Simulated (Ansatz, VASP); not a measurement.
## Two plane-wave programs on CuF

Contents of INCAR:

```
ALGO = Normal ; EDIFF = 1E-6
ENCUT = 520 ; GGA = PE
ISIF = 2 ; ISMEAR = 1
LASPH = T ; LCHARG = F
LREAL = F ; LWAVE = F
NBANDS = 26 ; NELM = 60
PREC = Accurate ; SIGMA = 0.5
```

Contents of KPOINTS:

```
k-points
0
Gamma
  9 9 4
```

The input POSCAR:

```
CuF
1.0
    2.7625361970      0.0000000000      0.0000000000
   -1.3812680985      2.3924265254      0.0000000000
    0.0000000000      0.0000000000      6.4019833364
Cu F
2 2
Direct
    0.0000000000      0.0000000000      0.0000000000
    0.0000000000      0.0000000000      0.5000000000
    0.3333333333      0.6666666667      0.2500000000
    0.6666666667      0.3333333333      0.7500000000
```

Input for Ansatz:

```yaml
crystal:
  lattice:
    - [2.762536197, 0.0, 0.0]
    - [-1.3812680985, 2.3924265254, 0.0]
    - [0.0, 0.0, 6.4019833364]
  atoms:
    - { symbol: Cu, position: [0.0, 0.0, 0.0] }
    - { symbol: Cu, position: [0.0, 0.0, 0.5] }
    - { symbol: F, position: [0.3333333333, 0.6666666667, 0.25] }
    - { symbol: F, position: [0.6666666667, 0.3333333333, 0.75] }
kpoints:
  mp_grid: { grid: [9, 9, 4] }
hamiltonian:
  xc: pbe
scf:
  occupations: { method: cold, width: 0.5 }
  n_extra_bands: 5
output:
  forces: true
  stress: true
  eigenvalues: true
```

Alike in both runs: task single point; functional PBE; k mesh 9 × 9 × 4; no spin polarisation.

|  | VASP | Ansatz |
| --- | --- | --- |
| version | VASP 6.6.1 | Ansatz 0.2.0 |
| potentials or method | VASP PAW PBE potentials, release 64 (Cu, F) | plane waves |
| plane-wave cutoff (eV) | 520 | 420 |
| occupations | methfessel-paxton of order 1, width 0.5 eV | cold, width 0.5 eV |
| valence electrons in the cell | 36 | 52 |

```tsv
	VASP	Ansatz	Ansatz less VASP
pressure (GPa)	5.4	4.1	-1.26
traceless stress, the component that is largest in VASP (GPa)	1.23	1.35	+0.116
```

VASP's potentials hold 36 valence electrons a cell and Ansatz's 52, so a difference there can come from the potentials and not from the codes.
